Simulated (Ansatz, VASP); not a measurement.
**Two plane-wave programs on WSe2**

```xyz
6
Lattice="3.5250 0.0000 0.0000 -1.7625 2.8397 0.0000 0.0000 0.0000 12.7886" Properties=species:S:1:pos:R:3 pbc="T T T"
W     0.0000    1.8931    3.1972
W     1.7625    0.9466    9.5915
Se    0.0000    1.8931    7.9071
Se    1.7625    0.9466    1.5128
Se    0.0000    1.8931   11.2758
Se    1.7625    0.9466    4.8815
```

Change from the starting cell: strain +0.0750 x Voigt [1, 0, 0, 0, 0, 0], atoms carried along.

Alike in both runs: task single point; functional PBE; dispersion D3(BJ); k mesh 12 × 12 × 2; occupations gaussian, width 0.05 eV; no spin polarisation.

```csv
,VASP,Ansatz
version,VASP 6.6.1,Ansatz 0.2.0
potentials or method,"VASP PAW PBE potentials, release 64 (W_sv, Se), cutoff 520 eV","scalar-relativistic, plane waves, PAW"
valence electrons in the cell,52,92
```

|  | VASP | Ansatz | Ansatz less VASP |
| --- | --- | --- | --- |
| gap on the k mesh at the Fermi level (eV) | 0.91 | 0.91 | +0.004 |
| least direct gap on the mesh (eV) | 1.22 | 1.22 | +0.003 |
| pressure (GPa) | -7.7 | -7.9 | -0.23 |
| traceless stress, the component that is largest in VASP (GPa) | -5.72 | -5.69 | +0.037 |
| rms of the force components (eV/Å) | 0.352 | 0.366 | +0.0136 |

Atom by atom the forces differ by 0.017 eV/Å (rms over components). VASP's potentials hold 52 valence electrons a cell and Ansatz's 92, so a difference there can come from the potentials and not from the codes.

Neither program's run includes spin-orbit coupling.
